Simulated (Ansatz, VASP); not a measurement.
# One calculation of LaIn, two programs

```
La In
1.0
     3.74557    0.00000    0.00000
     0.00000    3.74557    0.00000
     0.00000    0.00000    3.74557
La In
1 1
Direct
  0.50000 0.50000 0.50000
  0.00000 0.00000 0.00000
```

Change from the starting cell: volume scaled by 0.85, PAW files.

Alike in both runs: task electric field gradients; functional LDA; k mesh 9 × 9 × 9; occupations fermi-dirac, width 0.05 eV; no spin polarisation.

|  | VASP | Ansatz |
| --- | --- | --- |
| version | VASP 6.6.1 | Ansatz 0.2.0 |
| potentials or method | VASP PAW LDA potentials, release 64 (La, In_d) | PAW with Ansatz's default frozen-core files, scalar-relativistic |
| plane-wave cutoff (eV) | 520 | 420 |
| valence electrons in the cell | 24 | 24 |

|  | VASP | Ansatz | Ansatz less VASP |
| --- | --- | --- | --- |
| pressure (GPa) | 5.9 | 5.9 | -0.04 |

LDA's correlation is that of Perdew and Zunger in VASP and of Perdew and Wang (1992) in Ansatz.

Spin-orbit coupling is off throughout.
